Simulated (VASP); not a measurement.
Set up this calculation in VASP 6.6.1, as the native input.

```yaml
Task: single point
Functional: revPBE
Potentials_or_basis: VASP PAW PBE potentials, release 64 (Ag)
Cutoff: 520 eV
k_mesh: 20 × 20 × 11
Occupations: fermi-dirac, width 0.1 eV
Spin: no spin polarisation
Dipole_correction: no
Further_INCAR_settings: ALGO = Normal; EDIFF = 1e-07; NBANDS = 18
```

The structure of Ag lies in POSCAR:

```
Ag
1.0
    2.9781776453      0.0000000000      0.0000000000
   -1.4890888226      2.5791774978      0.0000000000
    0.0000000000      0.0000000000      4.8176246266
Ag
2
Direct
    0.3333333333      0.6666666667      0.2500000000
    0.6666666667      0.3333333333      0.7500000000
```

These files were run (other wordings do the same):

INCAR

```
PREC     = Accurate       # precision mode
ENCUT    = 520            # plane-wave cutoff, eV
EDIFF    = 1E-7           # SCF threshold, eV
ISMEAR   = -1             # smearing method
SIGMA    = 0.1            # smearing width, eV
LREAL    = False          # projectors in reciprocal space
LASPH    = True           # aspherical terms in the spheres
NELM     = 100            # most SCF steps
ALGO     = Normal         # electronic algorithm
ISIF     = 2              # what is computed and relaxed
LWAVE    = False          # write WAVECAR
LCHARG   = False          # write CHGCAR
GGA      = RE             # functional
NBANDS   = 18             # bands
```

KPOINTS

```
Automatic mesh
0
Gamma
  20 20 11
```

Potentials or basis: VASP PAW PBE potentials, release 64 (Ag).

The run is started by

```bash
$ cat potpaw_PBE.64/Ag/POTCAR > POTCAR
$ mpirun -np 1 vasp_std > vasp.out
```

Results of the run:

```yaml
Pressure: -0.2 GPa
Band_gap_on_the_k_mesh: zero (band 11 reaches 11.00 eV, above the bottom of band 12 at 4.15 eV)
```

Caveat: the PAW data sets were made with another functional, which shifts forces and pressure a little.

It took 35 s on 1 thread of Intel(R) Xeon(R) 6975P-C (Granite Rapids), on a shared host, peak memory 0.26 GiB.
